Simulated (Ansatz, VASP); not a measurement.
## AlNi in VASP and in Ansatz

File INCAR:

```
SYSTEM = AlNi
ALGO = Normal
EDIFF = 1E-6
ENCUT = 520
GGA = PE
ISIF = 2
ISMEAR = -1
LASPH = .TRUE.
LCHARG = .TRUE.
LELF = .TRUE.
LREAL = .FALSE.
LVHAR = .TRUE.
LWAVE = .FALSE.
NBANDS = 14
NELM = 100
PREC = Accurate
SIGMA = 0.08
```

The input KPOINTS:

```
k-points
0
G
  14 14 14
  0 0 0
```

POSCAR

```
AlNi
1.0
    2.4934589214      0.0000000000      0.0000000000
    0.0000000000      2.4934589214      0.0000000000
    0.0000000000      0.0000000000      2.4934589214
Ni Al
1 1
Direct
    0.0000000000      0.0000000000      0.0000000000
    0.5000000000      0.5000000000      0.5000000000
```

Input for Ansatz:

```yaml
crystal:
  lattice:
    - [2.4934589214, 0.0, 0.0]
    - [0.0, 2.4934589214, 0.0]
    - [0.0, 0.0, 2.4934589214]
  atoms:
    - { symbol: Ni, position: [0.0, 0.0, 0.0] }
    - { symbol: Al, position: [0.5, 0.5, 0.5] }
kpoints:
  mp_grid: { grid: [14, 14, 14] }
scf:
  occupations: { method: fermi_dirac, width: 0.08 }
hamiltonian:
  xc: pbe
  pseudopotentials: { kind: all_electron, lapw: { basis_error: 0.001 } }
output:
  forces: true
  stress: true
  eigenvalues: true
  populations: true
```

Change from the starting cell: volume scaled by 0.64, LAPW.

Alike in both runs: task single point; functional PBE; k mesh 14 × 14 × 14; occupations fermi-dirac, width 0.08 eV; no spin polarisation.

|  | VASP | Ansatz |
| --- | --- | --- |
| version | VASP 6.6.1 | Ansatz 0.2.0 |
| potentials or method | VASP PAW PBE potentials, release 64 (Ni, Al), cutoff 520 eV | all-electron LAPW, scalar-relativistic |

|  | VASP | Ansatz | Ansatz less VASP |
| --- | --- | --- | --- |
| pressure (GPa) | 185.1 | 184.2 | -0.87 |

Both programs put the cell under a high pressure, so it lies far from rest at this level. Ansatz ran all-electron here, and VASP with PAW potentials.

Noted on VASP's run: the cell as given lies far from equilibrium.
